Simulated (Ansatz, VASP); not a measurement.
GaN: VASP beside Ansatz

```
Ga N
1.0
     0.00000    2.24895    2.24895
     2.24895    0.00000    2.24895
     2.24895    2.24895    0.00000
Ga N
1 1
Cartesian
  0.0000 0.0000 0.0000
  3.3734 3.3734 3.3734
```

Alike in both runs: task single point; functional PBE; k mesh 6 × 6 × 6; occupations tetrahedron; no spin polarisation.

```csv
,VASP,Ansatz
version,VASP 6.6.1,Ansatz 0.2.0
potentials or method,"VASP PAW PBE potentials, release 64 (Ga_d, N)",plane waves
plane-wave cutoff (eV),520,420
valence electrons in the cell,18,18
```

```tsv
	VASP	Ansatz	Ansatz less VASP
gap on the k mesh at the Fermi level (eV)	1.76	1.75	-0.008
pressure (GPa)	6.2	6.2	-0.05
```

Ansatz's warnings: band table not solved further, tetrahedron derivatives may miss energy slope.
